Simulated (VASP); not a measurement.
A run of VASP 6.6.1:

The input POSCAR:

```
AlN
1.0
   -3.1110021516      0.0000000000      0.0000000000
   -1.5555010758     -2.6942068945      0.0000000000
   -1.5555010758      0.0000000000      9.9560000000
Al N
4 4
Direct
   -0.1185416667      0.3333333333      0.9037500000
    0.1314583333      0.3333333333      0.4037500000
    0.5897916667      0.6666666667      0.1537500000
    0.3397916667      0.6666666667      0.6537500000
    0.2852083333      0.3333333333      0.0962500000
    0.0352083333      0.3333333333      0.5962500000
    0.4935416667      0.6666666667      0.3462500000
    0.2435416667      0.6666666667      0.8462500000
```

File INCAR.step1:

```
  PREC = Accurate
  ENCUT = 520
  ISMEAR = 0
  SIGMA = 0.05
  LREAL = False
  LASPH = True
  NELM = 80
  NBANDS = 26
  ISYM = 0
  GGA = PE
  ALGO = Normal
  EDIFF = 1E-4
  LWAVE = True
  LCHARG = False
```

File INCAR.step2:

```
  PREC = Accurate
  ENCUT = 520
  EDIFF = 1E-6
  ISMEAR = 0
  SIGMA = 0.05
  LREAL = False
  LASPH = True
  NELM = 80
  ALGO = Normal
  ISIF = 2
  LWAVE = False
  LCHARG = False
  METAGGA = R2SCAN
  LMIXTAU = True
  NBANDS = 26
  ISYM = 0
  ISTART = 1
```

KPOINTS

```
regular mesh
0
Gamma
  8 8 3
```

Potentials or basis: VASP PAW PBE potentials, release 64 (Al, N).

The run is started by

```bash
$ cat potpaw_PBE.64/Al/POTCAR potpaw_PBE.64/N/POTCAR > POTCAR
$ cp INCAR.step1 INCAR
$ mpirun -np 1 vasp_std > vasp.out
$ cp INCAR.step2 INCAR
$ mpirun -np 1 vasp_std > vasp.out
```

Hardware: 1 thread of Intel Xeon 8259CL, with other jobs on the host.

Q: Estimate the wall time of this run.

A: Run time: 17 min on 1 thread of Intel Xeon 8259CL (shared host), peak memory 0.31 GiB. Counts: k points 98.
